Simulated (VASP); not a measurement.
A run of VASP 6.6.1:

INCAR

```
SYSTEM = CdS
PREC = Accurate ; ENCUT = 520
EDIFF = 1E-7 ; ISMEAR = 0
SIGMA = 0.02 ; LREAL = .FALSE.
LASPH = .TRUE. ; NELM = 100
ALGO = Normal ; ISIF = 2
LWAVE = .FALSE. ; LCHARG = .TRUE.
GGA = PE ; LELF = .TRUE.
LVHAR = .TRUE. ; NBANDS = 16
```

KPOINTS

```
regular mesh
0
G
  8 8 8
  0 0 0
```

POSCAR

```
CdS
1.0
    0.0000000000      2.9925520270      2.9925520270
    2.9925520270      0.0000000000      2.9925520270
    2.9925520270      2.9925520270      0.0000000000
Cd S
1 1
Direct
    0.0000000000      0.0000000000      0.0000000000
    0.2500000000      0.2500000000      0.2500000000
```

Potentials or basis: VASP PAW PBE potentials, release 64 (Cd, S).

Command:

```sh
$ cat potpaw_PBE.64/Cd/POTCAR potpaw_PBE.64/S/POTCAR > POTCAR
$ mpirun -np 1 vasp_std > vasp.out
```

Hardware: 1 thread of Intel(R) Xeon(R) Platinum 8259CL CPU @ 2.50GHz (Skylake/Cascade Lake), with other jobs on the host.

Problem. How long does it take, and how much memory?

Solution. Run time: 20 s on 1 thread of Intel(R) Xeon(R) Platinum 8259CL CPU @ 2.50GHz (Skylake/Cascade Lake) (shared host), peak memory 0.18 GiB. Counts: scf iterations 14, k points 29.
